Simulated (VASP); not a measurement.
# Mo (P6/mmm) in VASP: a series of runs, part 2 of 2

VASP 6.6.1. The steps go on from the part before.

**4. Single point, PBEsol (strain +0.015 along x and y, +0.030 along z)**

Input file INCAR:

```
SYSTEM = Mo
PREC = Accurate
ENCUT = 520
EDIFF = 1E-6
ISMEAR = 0
SIGMA = 0.15
LREAL = .FALSE.
LASPH = .TRUE.
NELM = 100
ALGO = Fast
ISIF = 2
LWAVE = .FALSE.
LCHARG = .TRUE.
GGA = PS
LELF = .TRUE.
LVHAR = .TRUE.
NBANDS = 13
```

Input file KPOINTS:

```
regular mesh
0
G
  18 18 18
  0 0 0
```

Input file POSCAR:

```
Mo
1.0
    2.7765430532      0.0000000000      0.0000000000
   -1.3882715266      2.4045568187      0.0000000000
    0.0000000000      0.0000000000      2.6318361210
Mo
1
Direct
    0.0000000000      0.0000000000      0.5000000000
```

Potentials or basis: VASP PAW PBE potentials, release 64 (Mo_sv).

Command:

```
> cat potpaw_PBE.64/Mo_sv/POTCAR > POTCAR
> mpirun -np 1 vasp_std > vasp.out
```

OUTCAR:

```text
SYSTEM = Mo
   PREC = Accurate
   ENCUT = 520
   EDIFF = 1E-6
   ISMEAR = 0
   LREAL = .FALSE.
   LASPH = .TRUE.
   NELM = 100
   ISIF = 2
   GGA = PS

 ion  position               nearest neighbor table
   1  0.000  0.000  0.500-

  LATTYP: Found a hexagonal cell.
 ALAT       =     2.7765430532
 C/A-ratio  =     0.9478823381

  Lattice vectors:

 A1 = (   2.7765430532,   0.0000000000,   0.0000000000)
 A2 = (  -1.3882715266,   2.4045568187,   0.0000000000)
 A3 = (   0.0000000000,   0.0000000000,   2.6318361210)

[... 556 lines left out ...]
      6       7.6732      2.00000
      7      10.6019      0.95270
      8      11.4715      0.00000
      9      13.4132      0.00000
     10      15.2244      0.00000
     11      20.1119      0.00000
     12      22.7803      0.00000
     13      27.4790      0.00000

 [... further k-points ...]
[... 5 lines left out ...]
  --------------------------------------------------------------------------------------
  -------------------------------------------------------------------------------------
  Total       -1.2015891     -1.2015891     -2.2959842      0.0000000      0.0000000     -0.0000000
  in kB     -109.5640977   -109.5640977   -209.3539571      0.0000000      0.0000000     -0.0000000
  external PRESSURE =    -142.8273842 kB  Pullay stress =       0.0000000 kB

 VOLUME and BASIS-vectors are now :
 -----------------------------------------------------------------------------
  energy-cutoff  :      520.00
  volume of cell :       17.57
      direct lattice vectors                 reciprocal lattice vectors
     2.776543053  0.000000000  0.000000000     0.360160091  0.207938526  0.000000000
    -1.388271527  2.404556819  0.000000000     0.000000000  0.415877052  0.000000000
     0.000000000  0.000000000  2.631836121     0.000000000  0.000000000  0.379962868

 POSITION                                       TOTAL-FORCE (eV/Angst)
 -----------------------------------------------------------------------------------
      0.00000      0.00000      1.31592         0.000000      0.000000      0.000000
 -----------------------------------------------------------------------------------
    total drift:                                0.000000      0.000000      0.000000

  FREE ENERGIE OF THE ION-ELECTRON SYSTEM (eV)
  ---------------------------------------------------
  free  energy   TOTEN  =       -10.8032540529 eV

  energy  without entropy=      -10.7939776710  energy(sigma->0) =      -10.79861586
```

OSZICAR:

```text
N       E                     dE             d eps       ncg     rms          rms(c)
DAV:   1     0.111036144874E+03    0.11104E+03   -0.91275E+03  9724   0.110E+03
DAV:   2    -0.993423933137E+01   -0.12097E+03   -0.11706E+03 10825   0.328E+02
DAV:   3    -0.114039682030E+02   -0.14697E+01   -0.14645E+01 11295   0.369E+01
DAV:   4    -0.114084505189E+02   -0.44823E-02   -0.44821E-02 10875   0.229E+00
DAV:   5    -0.114084870796E+02   -0.36561E-04   -0.36562E-04 11470   0.177E-01    0.124E+01
RMM:   6    -0.108702672834E+02    0.53822E+00   -0.65981E-01  9626   0.737E+00    0.358E+00
RMM:   7    -0.108069620870E+02    0.63305E-01   -0.16633E-01  9807   0.358E+00    0.887E-01
RMM:   8    -0.108035069265E+02    0.34552E-02   -0.10377E-02 10582   0.112E+00    0.167E-01
RMM:   9    -0.108032561705E+02    0.25076E-03   -0.10674E-03 10791   0.350E-01    0.311E-02
RMM:  10    -0.108032537236E+02    0.24469E-05   -0.20051E-04 10975   0.155E-01    0.262E-02
RMM:  11    -0.108032547657E+02   -0.10421E-05   -0.17008E-05 10974   0.504E-02    0.460E-03
RMM:  12    -0.108032540529E+02    0.71286E-06   -0.48723E-06  9028   0.247E-02
   1 F= -.10803254E+02 E0= -.10798616E+02  d E =-.927638E-02
```

It took 42 s on 1 thread of AMD EPYC 9R45 (Zen 5), shared host; peak memory 0.16 GiB.

Results:

```
Free energy            : -10.8033 eV
Pressure               : -14.3 GPa
Band gap on the k mesh : zero (band 7 reaches 11.31 eV, above the bottom of band 8 at 9.77 eV)
```

Levels at points of the mesh, in eV from the Fermi level:
| k point | band 4 | band 5 | band 6 | band 7 | band 8 | band 9 | band 10 | band 11 |
| --- | --- | --- | --- | --- | --- | --- | --- | --- |
| (0.00, 0.00, 0.00) | -34.37 | -6.66 | -4.02 | -0.83 | -0.83 | 3.70 | 3.70 | 13.02 |
| (0.50, 0.00, 0.00) | -34.28 | -4.65 | -2.91 | 0.71 | 0.93 | 3.06 | 4.15 | 9.52 |
| (0.00, 0.00, 0.50) | -34.25 | -3.75 | -0.18 | -0.13 | -0.13 | 0.86 | 0.86 | 8.94 |
| (0.50, 0.00, 0.50) | -34.51 | -4.92 | -3.30 | -0.32 | 4.44 | 5.44 | 6.06 | 6.69 |

Caveat: the cell differs from its parent crystal (strain +0.015 along x and y, +0.030 along z); the PAW data sets were made with another functional, which shifts forces and pressure a little.

**5. Single point, PBEsol (strain +0.030 along x and y, +0.015 along z)**

Input file INCAR:

```
ALGO = Fast ; EDIFF = 1E-7
ENCUT = 520 ; GGA = PS
ISIF = 2 ; ISMEAR = 0
LASPH = True ; LCHARG = True
LELF = True ; LREAL = False
LVHAR = True ; LWAVE = False
NBANDS = 13 ; NELM = 80
PREC = Accurate ; SIGMA = 0.15
```

Input file KPOINTS:

```
k-points
0
Gamma
  18 18 18
```

Input file POSCAR:

```
Mo
1.0
    2.8175757091      0.0000000000      0.0000000000
   -1.4087878546      2.4400921412      0.0000000000
    0.0000000000      0.0000000000      2.5935084105
Mo
1
Direct
    0.0000000000      0.0000000000      0.5000000000
```

Command:

```
> cat potpaw_PBE.64/Mo_sv/POTCAR > POTCAR
> mpirun -np 1 vasp_std > vasp.out
```

Wall time 49 s (1 thread of AMD EPYC 9R45 (Zen 5), shared host); peak memory 0.17 GiB.

Results (log left out):

```yaml
Free_energy: -10.7911 eV
Pressure: -16.8 GPa
Band_gap_on_the_k_mesh: zero (band 7 reaches 11.15 eV, above the bottom of band 8 at 9.54 eV)
```

Stress tensor (GPa, compression positive):
```
-16.02   0.00   0.00
  0.00 -16.02   0.00
  0.00   0.00 -18.42
```

Levels at points of the mesh, in eV from the Fermi level:
| k point | band 5 | band 6 | band 7 | band 8 | band 9 | band 10 |
| --- | --- | --- | --- | --- | --- | --- |
| (0.00, 0.00, 0.00) | -6.53 | -3.93 | -0.77 | -0.77 | 3.79 | 3.79 |
| (0.50, 0.00, 0.00) | -4.46 | -2.98 | 0.84 | 1.13 | 3.22 | 3.94 |
| (0.00, 0.00, 0.50) | -3.45 | 0.02 | 0.02 | 0.11 | 0.63 | 0.63 |
| (0.50, 0.00, 0.50) | -4.79 | -2.96 | -0.47 | 4.27 | 5.56 | 6.22 |

Caveat: the cell differs from its parent crystal (strain +0.030 along x and y, +0.015 along z); the PAW data sets were made with another functional, which shifts forces and pressure a little.

**6. Single point, PBEsol (strain +0.030 along x and y, +0.030 along z)**

Input file INCAR:

```
SYSTEM = Mo
PREC = Accurate
ENCUT = 520
EDIFF = 1E-6
ISMEAR = 0
SIGMA = 0.15
LREAL = .False.
LASPH = .True.
NELM = 80
ALGO = Normal
ISIF = 2
LWAVE = .False.
LCHARG = .False.
GGA = PS
NBANDS = 13
```

Input file KPOINTS:

```
regular mesh
0
Gamma
  18 18 18
  0 0 0
```

Changes to POSCAR since step 5:

```diff
@@ -4,3 +4,3 @@
    -1.4087878546      2.4400921412      0.0000000000
-    0.0000000000      0.0000000000      2.5935084105
+    0.0000000000      0.0000000000      2.6318361210
 Mo
```

Potentials or basis: VASP PAW PBE potentials, release 64 (Mo_sv).

Command:

```
> cat potpaw_PBE.64/Mo_sv/POTCAR > POTCAR
> mpirun -np 1 vasp_std > vasp.out
```

Wall time 35 s (1 thread of AMD EPYC 9R45 (Zen 5), shared host); peak memory 0.16 GiB.

The run converged. Its results:

```
Free energy            : -10.7573 eV
Pressure               : -19.0 GPa
Band gap on the k mesh : zero (band 7 reaches 10.98 eV, above the bottom of band 8 at 9.37 eV)
```

Stress tensor (GPa, compression positive):
```
-17.10   0.00   0.00
  0.00 -17.10   0.00
  0.00   0.00 -22.71
```

Levels at points of the mesh, in eV from the Fermi level:
```csv
k point,band 3,band 4,band 5,band 6,band 7,band 8,band 9,band 10,band 11,band 12
"(0.00, 0.00, 0.00)",-34.42,-34.39,-6.52,-3.87,-0.77,-0.77,3.62,3.62,12.92,14.99
"(0.50, 0.00, 0.00)",-34.66,-34.27,-4.44,-2.89,0.84,0.90,3.04,3.92,9.06,12.72
"(0.00, 0.00, 0.50)",-34.30,-34.30,-3.56,-0.05,-0.05,-0.05,0.73,0.73,8.92,15.87
"(0.50, 0.00, 0.50)",-35.28,-34.53,-4.71,-3.04,-0.38,4.21,5.32,6.06,6.51,15.39
```

Caveat: the cell differs from its parent crystal (strain +0.030 along x and y, +0.030 along z); the PAW data sets were made with another functional, which shifts forces and pressure a little.

**7. Overview**

| cell | gap on the mesh (eV) | pressure (GPa) |
| --- | --- | --- |
| a = 2.777, b = 2.777, c = 2.594 Å, angles 90.0, 90.0, 120.0°, 1 atom | none | -11.9 |
| a = 2.818, b = 2.818, c = 2.555 Å, angles 90.0, 90.0, 120.0°, 1 atom | none | -14.4 |
| a = 2.777, b = 2.777, c = 2.632 Å, angles 90.0, 90.0, 120.0°, 1 atom | none | -14.3 |
| a = 2.818, b = 2.818, c = 2.594 Å, angles 90.0, 90.0, 120.0°, 1 atom | none | -16.8 |
| a = 2.818, b = 2.818, c = 2.632 Å, angles 90.0, 90.0, 120.0°, 1 atom | none | -19.0 |

Alike in all rows: task single point; level PBEsol; potentials or basis VASP PAW PBE potentials, release 64 (Mo_sv); no spin polarisation; k mesh 18 × 18 × 18; cutoff (eV) 520; smearing gaussian 0.15 eV.

Caveats: the PAW data sets were made with another functional, which shifts forces and pressure a little.

Total energies depend on the potentials used, so only differences within one code and one set of settings carry meaning.
